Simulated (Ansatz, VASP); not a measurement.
**C in VASP and in Ansatz**

Contents of INCAR:

```
  PREC = Accurate
  ENCUT = 520
  EDIFF = 1E-6
  ISMEAR = 0
  SIGMA = 0.1
  LREAL = F
  LASPH = T
  NELM = 60
  ALGO = Normal
  ISIF = 2
  LWAVE = F
  LCHARG = T
  GGA = PE
  LELF = T
  LVHAR = T
  NBANDS = 28
```

The input KPOINTS:

```
regular mesh
0
Gamma
  6 6 6
```

Contents of POSCAR:

```
C
1.0
    4.0582492200      0.0000000000      0.0000000000
   -2.0291246100      3.5145469200      0.0000000000
    0.0000000000      0.0000000000      3.4691886300
C
9
Direct
    0.7639963300      0.2876489900      0.5976914600
    0.7123510100      0.4763473400      0.2643581200
    0.5236526600      0.2360036700      0.9310247900
    0.2876489900      0.7639963300      0.4023085400
    0.4763473400      0.7123510100      0.7356418800
    0.2360036700      0.5236526600      0.0689752100
    0.8709721100      0.0000000000      0.6666666700
    0.0000000000      0.8709721100      0.3333333300
    0.1290278900      0.1290278900      0.0000000000
```

Input for Ansatz:

```yaml
crystal:
  lattice:
    - [4.05824922, 0.0, 0.0]
    - [-2.02912461, 3.51454692, 0.0]
    - [0.0, 0.0, 3.46918863]
  atoms:
    - { symbol: C, position: [0.76399633, 0.28764899, 0.59769146] }
    - { symbol: C, position: [0.71235101, 0.47634734, 0.26435812] }
    - { symbol: C, position: [0.52365266, 0.23600367, 0.93102479] }
    - { symbol: C, position: [0.28764899, 0.76399633, 0.40230854] }
    - { symbol: C, position: [0.47634734, 0.71235101, 0.73564188] }
    - { symbol: C, position: [0.23600367, 0.52365266, 0.06897521] }
    - { symbol: C, position: [0.87097211, 0.0, 0.66666667] }
    - { symbol: C, position: [0.0, 0.87097211, 0.33333333] }
    - { symbol: C, position: [0.12902789, 0.12902789, 0.0] }
basis:
  ecutwfc: 420
kpoints:
  mp_grid: { grid: [6, 6, 6] }
hamiltonian:
  xc: pbe
scf:
  occupations: { method: gaussian, width: 0.1 }
  lower_state_search: "off"
output:
  forces: true
  stress: true
  eigenvalues: true
```

Alike in both runs: task single point; functional PBE; k mesh 6 × 6 × 6; occupations gaussian, width 0.1 eV; no spin polarisation.

|  | VASP | Ansatz |
| --- | --- | --- |
| version | VASP 6.6.1 | Ansatz 0.2.0 |
| potentials or method | VASP PAW PBE potentials, release 64 (C), cutoff 520 eV | scalar-relativistic, plane waves, PAW |
| valence electrons in the cell | 36 | 36 |

|  | VASP | Ansatz | Ansatz less VASP |
| --- | --- | --- | --- |
| gap on the k mesh at the Fermi level (eV) | none | none | - |
| rms of the force components (eV/Å) | 1.115 | 1.116 | +0.0004 |

Atom by atom the forces differ by 0.012 eV/Å (rms over components). A gap of «none» marks a metal or a gap that the smearing closes. With one functional, cell and mesh, what is left measures potentials, basis and numerics.
